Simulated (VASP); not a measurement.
Input of a VASP 6.6.1 run:

Contents of INCAR:

```
PREC = Accurate
ENCUT = 520
EDIFF = 1E-7
ISMEAR = 1
SIGMA = 0.1
LREAL = F
LASPH = T
NELM = 100
ALGO = Normal
ISIF = 2
LWAVE = F
LCHARG = F
GGA = PE
NBANDS = 58
```

The input KPOINTS:

```
Automatic mesh
0
Gamma
  16 16 1
```

POSCAR

```
Mo
1.0
    3.1600000000      0.0000000000      0.0000000000
    0.0000000000      3.1600000000      0.0000000000
    0.0000000000      0.0000000000     21.4800000000
Mo
7
Direct
    0.0000000000      0.0000000000      0.2867245319
    0.5000000000      0.5000000000      0.3516442271
    0.0000000000      0.0000000000      0.4266930477
    0.5000000000      0.5000000000      0.5000000000
    0.0000000000      0.0000000000      0.5733069523
    0.5000000000      0.5000000000      0.6483557729
    0.0000000000      0.0000000000      0.7132754681
```

Potentials or basis: VASP PAW PBE potentials, release 64 (Mo_sv).

The run is started by

```console
$ cat potpaw_PBE.64/Mo_sv/POTCAR > POTCAR
$ mpirun -np 1 vasp_std > vasp.out
```

(1) What does it give for the band gap on the k mesh?

(2) Estimate the largest force.

Answers

(1) zero (band 49 reaches 5.98 eV, above the bottom of band 50 at 4.27 eV).

(2) 0.036 eV/Å.
